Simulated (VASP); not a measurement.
# LiNbBr2 (P4/mmm) in VASP: notebook, part 2 of 2

VASP 6.6.1.

## (4) Single point, PBE, collinear spin, zero start

Contents of INCAR:

```
SYSTEM = LiNbBr2
PREC = Accurate
ENCUT = 520
EDIFF = 1E-6
ISMEAR = 0
SIGMA = 0.1
LREAL = .FALSE.
LASPH = .TRUE.
NELM = 150
ALGO = Normal
ISIF = 2
LWAVE = .FALSE.
LCHARG = .TRUE.
ISPIN = 2
MAGMOM = 0 0 0 0
LORBIT = 11
LMAXMIX = 4
GGA = PE
LELF = .TRUE.
LVHAR = .TRUE.
NBANDS = 27
```

Contents of KPOINTS:

```
regular mesh
0
G
  4 4 6
  0 0 0
```

Contents of POSCAR:

```
LiNbBr2
1.0
    5.5232883800      0.0000000000      0.0000000000
    0.0000000000      5.5232883800      0.0000000000
    0.0000000000      0.0000000000      2.5784711700
Li Nb Br
1 1 2
Direct
    0.5000000000      0.5000000000      0.5000000000
    0.0000000000      0.0000000000      0.0000000000
    0.5000000000      0.0000000000      0.0000000000
    0.0000000000      0.5000000000      0.0000000000
```

Potentials or basis: VASP PAW PBE potentials, release 64 (Li_sv, Nb_sv, Br).

Command:

```console
cat potpaw_PBE.64/Li_sv/POTCAR potpaw_PBE.64/Nb_sv/POTCAR potpaw_PBE.64/Br/POTCAR > POTCAR
mpirun -np 1 vasp_std > vasp.out
```

OUTCAR:

```text
SYSTEM = LiNbBr2
   PREC = Accurate
   ENCUT = 520
   EDIFF = 1E-6
   ISMEAR = 0
   LREAL = .FALSE.
   LASPH = .TRUE.
   NELM = 150
   ISIF = 2
   ISPIN = 2
   LORBIT = 11
   GGA = PE

 ion  position               nearest neighbor table
   1  0.500  0.500  0.500-
   2  0.000  0.000  0.000-   3 2.76   4 2.76   4 2.76   3 2.76
   3  0.500  0.000  0.000-   2 2.76   2 2.76
   4  0.000  0.500  0.000-   2 2.76   2 2.76

  LATTYP: Found a simple tetragonal cell.
 ALAT       =     5.5232883800
 C/A-ratio  =     0.4668362382

  Lattice vectors:

 A1 = (   5.5232883800,   0.0000000000,   0.0000000000)
 A2 = (   0.0000000000,   5.5232883800,   0.0000000000)
 A3 = (   0.0000000000,   0.0000000000,   2.5784711700)
[... 1663 lines left out ...]
     0.000000000  5.523288380  0.000000000     0.000000000  0.181051564  0.000000000
     0.000000000  0.000000000  2.578471170     0.000000000  0.000000000  0.387826714

 POSITION                                       TOTAL-FORCE (eV/Angst)
 -----------------------------------------------------------------------------------
      2.76164      2.76164      1.28924         0.000000      0.000000      0.000000
      0.00000      0.00000      0.00000         0.000000      0.000000      0.000000
      2.76164      0.00000      0.00000         0.000000      0.000000      0.000000
      0.00000      2.76164      0.00000         0.000000      0.000000      0.000000
 -----------------------------------------------------------------------------------
    total drift:                                0.000000      0.000000     -0.000000

  FREE ENERGIE OF THE ION-ELECTRON SYSTEM (eV)
  ---------------------------------------------------
  free  energy   TOTEN  =       -14.0277193192 eV

  energy  without entropy=      -14.0171296718  energy(sigma->0) =      -14.02242450

 total charge

# of ion       s       p       d       tot
------------------------------------------
    1        2.023   0.027   0.000   2.050
    2        2.157   5.926   2.777  10.860
    3        1.648   3.162   0.088   4.898
    4        1.648   3.162   0.088   4.898
--------------------------------------------------
tot          7.476  12.276   2.952  22.705

 magnetization (x)

# of ion       s       p       d       tot
------------------------------------------
    1       -0.000  -0.000   0.000  -0.000
    2        0.000   0.000   0.000   0.000
    3       -0.000   0.000   0.000   0.000
    4       -0.000   0.000   0.000   0.000
--------------------------------------------------
tot         -0.000  -0.000   0.000   0.000
```

OSZICAR:

```text
N       E                     dE             d eps       ncg     rms          rms(c)
DAV:   1     0.249929055052E+03    0.24993E+03   -0.14030E+04  2592   0.108E+03
DAV:   2     0.687839507548E+01   -0.24305E+03   -0.22400E+03  3215   0.319E+02
DAV:   3    -0.132598054499E+02   -0.20138E+02   -0.19520E+02  4296   0.771E+01
DAV:   4    -0.143429937570E+02   -0.10832E+01   -0.10593E+01  3905   0.158E+01
DAV:   5    -0.143728822764E+02   -0.29889E-01   -0.29851E-01  3674   0.231E+00    0.168E+01
DAV:   6    -0.141173508026E+02    0.25553E+00   -0.17205E-01  3251   0.247E+00    0.102E+01
DAV:   7    -0.140368909110E+02    0.80460E-01   -0.32821E-01  3671   0.388E+00    0.118E+00
DAV:   8    -0.140290668516E+02    0.78241E-02   -0.33655E-02  3848   0.126E+00    0.636E-01
DAV:   9    -0.140281182695E+02    0.94858E-03   -0.63524E-03  3184   0.470E-01    0.117E-01
DAV:  10    -0.140277081523E+02    0.41012E-03   -0.56032E-04  3437   0.146E-01    0.288E-02
DAV:  11    -0.140277170833E+02   -0.89310E-05   -0.50329E-05  3586   0.462E-02    0.148E-02
DAV:  12    -0.140277190171E+02   -0.19338E-05   -0.52978E-06  3785   0.176E-02    0.578E-03
DAV:  13    -0.140277193192E+02   -0.30209E-06   -0.40338E-07  2336   0.440E-03
   1 F= -.14027719E+02 E0= -.14022424E+02  d E =-.105896E-01  mag=     0.0001
```

It took 2.7 min on 1 thread of Intel Xeon 8259CL, shared host; peak memory 0.25 GiB.

What came out:

```
Free energy                                           : -14.0277 eV
Band gap on the k mesh                                : zero (filled and empty bands overlap)
Net moment                                            : 0.00 μB per cell
Valence electrons inside the program's atomic spheres : Li 2.05; Nb 10.86; Br 4.90
```

Caveat: the k points lie up to 0.41 Å⁻¹ apart, too coarse for converged energies and pressures of a metal; the cutoff is under 1.25 times the usual one of these potentials, so pressure, stress and relaxed cells hold a basis-set (Pulay) error.

## (5) Relaxation of cell and atoms, PBE

Contents of INCAR:

```
SYSTEM = LiNbBr2
PREC = Accurate
ENCUT = 600
EDIFF = 1E-6
ISMEAR = 0
SIGMA = 0.1
LREAL = .False.
LASPH = .True.
NELM = 100
ALGO = Normal
ISIF = 3
LWAVE = .False.
LCHARG = .False.
GGA = PE
IBRION = 2
NSW = 90
EDIFFG = -0.04
```

Contents of KPOINTS:

```
regular mesh
0
Gamma
  4 4 6
  0 0 0
```

POSCAR is that of step 4.

Command:

```console
cat potpaw_PBE.64/Li_sv/POTCAR potpaw_PBE.64/Nb_sv/POTCAR potpaw_PBE.64/Br/POTCAR > POTCAR
mpirun -np 1 vasp_std > vasp.out
```

Wall time 8.8 min (1 thread of Intel Xeon 8259CL, shared host); peak memory 0.26 GiB.

It converged, with:

| Quantity | Value |
| --- | --- |
| Free energy | -16.2374 eV |
| Relaxed volume | 22.16 Å³/atom |
| Relaxed cell | a = 5.153 Å, b = 5.153 Å, c = 3.338 Å, α = 90.00°, β = 90.00°, γ = 90.00° |
| Space group after relaxing (to 0.1 Å) | P4/mmm (No. 123) |
| Energy gained by relaxing | 552.5 meV/atom |
| Ionic steps | 8 |
| Pressure after relaxing | -0.2 GPa |
| Band gap on the k mesh | zero (bands 15 and 16 overlap by 1.91 eV) |

Stress tensor (GPa, compression positive):
```
-0.24  0.00  0.00
 0.00 -0.24  0.00
 0.00  0.00 -0.06
```

Step by step:
```tsv
step	energy change (eV)	largest force (eV/Å)	pressure (GPa)	volume (Å³)
1	0.0000	0.0000	9.74	78.66
2	-1.6783	0.0000	-2.02	92.37
3	-1.8034	0.0000	-4.15	96.51
4	-1.8190	0.0000	-4.84	98.36
5	-2.1949	0.0000	-1.45	90.71
6	-2.2085	0.0000	-0.36	89.22
7	-2.2083	0.0000	-0.52	89.41
8	-2.2100	0.0000	-0.18	88.65
```

Final structure:
```cif
data_structure
_symmetry_space_group_name_H-M 'P 1'
_symmetry_Int_Tables_number 1
_cell_length_a 5.1533
_cell_length_b 5.1533
_cell_length_c 3.3383
_cell_angle_alpha 90.000
_cell_angle_beta 90.000
_cell_angle_gamma 90.000
_cell_volume 88.65
loop_
_atom_site_label
_atom_site_type_symbol
_atom_site_fract_x
_atom_site_fract_y
_atom_site_fract_z
_atom_site_occupancy
Li1 Li 0.50000 0.50000 0.50000 1
Nb1 Nb 0.00000 0.00000 0.00000 1
Br1 Br 0.50000 0.00000 0.00000 1
Br2 Br 0.00000 0.50000 0.00000 1
```

Levels at points of the mesh, in eV from the Fermi level:
| k point | band 11 | band 12 | band 13 | band 14 | band 15 | band 16 | band 17 | band 18 | band 19 |
| --- | --- | --- | --- | --- | --- | --- | --- | --- | --- |
| (0.00, 0.00, 0.00) | -4.95 | -3.69 | -3.15 | -2.33 | -1.66 | 0.10 | 0.13 | 0.56 | 1.34 |
| (0.50, 0.00, 0.00) | -6.02 | -3.76 | -3.41 | -2.15 | 0.05 | 0.55 | 0.58 | 1.60 | 2.26 |
| (0.50, 0.50, 0.00) | -4.37 | -3.73 | -3.73 | -2.02 | 0.59 | 1.61 | 1.61 | 1.71 | 1.71 |
| (0.00, 0.00, 0.50) | -6.01 | -4.41 | -4.41 | -1.84 | -1.84 | -1.14 | 0.32 | 0.78 | 1.31 |
| (0.50, 0.00, 0.50) | -5.61 | -5.56 | -5.38 | -1.67 | 0.08 | 0.34 | 0.75 | 1.74 | 2.83 |
| (0.50, 0.50, 0.50) | -7.04 | -6.59 | -3.89 | 0.14 | 0.14 | 0.36 | 0.77 | 0.93 | 3.21 |

Caveat: the k points lie up to 0.31 Å⁻¹ apart in the final cell, too coarse for converged energies and pressures of a metal; the cutoff is under 1.25 times the usual one of these potentials, so pressure, stress and relaxed cells hold a basis-set (Pulay) error; a cell axis changed by over 15 % at a fixed basis, so the end point is rough.

## (6) Single point, PBE

This run uses another cell than the first one, of 22.15 Å³/atom.

Contents of INCAR:

```
ALGO = Normal
EDIFF = 1E-6
ENCUT = 520
GGA = PE
ISIF = 2
ISMEAR = 0
LASPH = T
LCHARG = T
LELF = T
LREAL = F
LVHAR = T
LWAVE = F
NBANDS = 23
NELM = 60
PREC = Accurate
SIGMA = 0.1
```

Contents of KPOINTS:

```
k-points
0
Gamma
  10 10 14
```

Contents of POSCAR:

```
LiNbBr2
1.0
    5.1848413156      0.0000000000      0.0000000000
    0.0000000000      5.1848413156      0.0000000000
    0.0000000000      0.0000000000      3.2955719432
Li Nb Br
1 1 2
Direct
    0.5000000000      0.5000000000      0.5000000000
    0.0000000000      0.0000000000      0.0000000000
    0.5000000000      0.0000000000      0.0000000000
    0.0000000000      0.5000000000      0.0000000000
```

Potentials or basis: VASP PAW PBE potentials, release 64 (Li_sv, Nb_sv, Br).

Command:

```console
cat potpaw_PBE.64/Li_sv/POTCAR potpaw_PBE.64/Nb_sv/POTCAR potpaw_PBE.64/Br/POTCAR > POTCAR
mpirun -np 1 vasp_std > vasp.out
```

It took 7.4 min on 1 thread of Intel Xeon 8259CL, shared host; peak memory 0.45 GiB.

The run converged. Its results:

```yaml
Free_energy: -16.2130 eV
Band_gap_on_the_k_mesh: zero (bands 15 and 16 overlap by 1.82 eV)
```

Levels at points of the mesh, in eV from the Fermi level:
| k point | band 12 | band 13 | band 14 | band 15 | band 16 | band 17 | band 18 | band 19 |
| --- | --- | --- | --- | --- | --- | --- | --- | --- |
| (0.00, 0.00, 0.00) | -3.44 | -2.93 | -2.27 | -1.61 | 0.08 | 0.10 | 0.71 | 0.71 |
| (0.50, 0.00, 0.00) | -3.52 | -3.17 | -2.10 | 0.05 | 0.53 | 0.73 | 1.70 | 2.22 |
| (0.50, 0.50, 0.00) | -3.49 | -3.49 | -1.97 | 0.58 | 1.70 | 1.70 | 1.74 | 1.74 |
| (0.00, 0.00, 0.50) | -4.34 | -4.34 | -1.80 | -1.80 | -1.05 | 0.34 | 0.82 | 1.35 |
| (0.50, 0.00, 0.50) | -5.46 | -5.30 | -1.63 | 0.06 | 0.36 | 0.77 | 1.82 | 2.46 |
| (0.50, 0.50, 0.50) | -6.46 | -3.83 | 0.12 | 0.12 | 0.46 | 0.79 | 1.00 | 3.40 |

Caveat: the cutoff is under 1.25 times the usual one of these potentials, so pressure, stress and relaxed cells hold a basis-set (Pulay) error.

## (7) Summary

| task | spin | cell | k mesh | cutoff (eV) | gap on the mesh (eV) |
| --- | --- | --- | --- | --- | --- |
| single point | off | a = 5.523, b = 5.523, c = 2.578 Å, 4 atoms | 4 × 4 × 6 | 520 | none |
| single point | off | a = 5.157, b = 5.157, c = 3.336 Å, 4 atoms | 4 × 4 × 6 | 520 | none |
| single point | collinear, zero start | a = 5.523, b = 5.523, c = 2.578 Å, 4 atoms | 4 × 4 × 6 | 520 | none |
| relaxation of cell and atoms | off | relaxed from a = 5.523, b = 5.523, c = 2.578 Å, 4 atoms | 4 × 4 × 6 | 600 | none |
| single point | off | a = 5.185, b = 5.185, c = 3.296 Å, 4 atoms | 10 × 10 × 14 | 520 | none |

Alike in all rows: level PBE; potentials or basis VASP PAW PBE potentials, release 64 (Li_sv, Nb_sv, Br); smearing gaussian 0.1 eV.

Caveats: some runs use coarse meshes; the cutoff is under 1.25 times the usual one of these potentials, so pressure, stress and relaxed cells hold a basis-set (Pulay) error; a cell axis changed by over 15 % at a fixed basis, so the end point is rough (at least some runs).

Total energies depend on the potentials used, so only differences within one code and one set of settings carry meaning.
